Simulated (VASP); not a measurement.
Input of a VASP 6.6.1 run:

Contents of POSCAR:

```
Be2C
1.0
    0.0000000000      2.1650005600      2.1650005600
    2.1650005600      0.0000000000      2.1650005600
    2.1650005600      2.1650005600      0.0000000000
Be C
2 1
Direct
    0.2500000000      0.2500000000      0.2500000000
    0.7500000000      0.7500000000      0.7500000000
    0.0000000000      0.0000000000      0.0000000000
```

Contents of INCAR.step1:

```
SYSTEM = Be2C
PREC = Accurate
ENCUT = 580
EDIFF = 1E-5
ISMEAR = 0
SIGMA = 0.05
LREAL = .False.
LASPH = .True.
NELM = 120
ALGO = Normal
ISIF = 2
LWAVE = .True.
LCHARG = .False.
GGA = PE
NBANDS = 11
GGA_COMPAT = .False.
```

File INCAR.step2:

```
SYSTEM = Be2C
PREC = Accurate
ENCUT = 580
EDIFF = 1E-6
ISMEAR = 0
SIGMA = 0.05
LREAL = .False.
LASPH = .True.
NELM = 120
ALGO = Normal
ISIF = 2
LWAVE = .False.
LCHARG = .False.
METAGGA = R2SCAN
LHFCALC = .True.
AEXX = 0.25
LMIXTAU = .True.
PRECFOCK = Normal
ISTART = 1
NBANDS = 11
GGA_COMPAT = .False.
```

The input KPOINTS:

```
Automatic mesh
0
Gamma
  6 6 6
  0 0 0
```

Potentials or basis: VASP PAW PBE potentials, release 64 (Be, C).

Launch:

```bash
$ cat potpaw_PBE.64/Be/POTCAR potpaw_PBE.64/C/POTCAR > POTCAR
$ cp INCAR.step1 INCAR
$ mpirun -np 1 vasp_std > vasp.out
$ cp INCAR.step2 INCAR
$ mpirun -np 1 vasp_std > vasp.out
```

Task: Predict the band gap on the k mesh.

Result: 2.83 eV (least direct gap 6.13 eV).

Task: What does it give for the pressure?

Result: -3.2 GPa.

Caveat: the cell stands under tension; the PAW data sets were made with another functional, which shifts forces and pressure a little. A k mesh can miss the band edges.
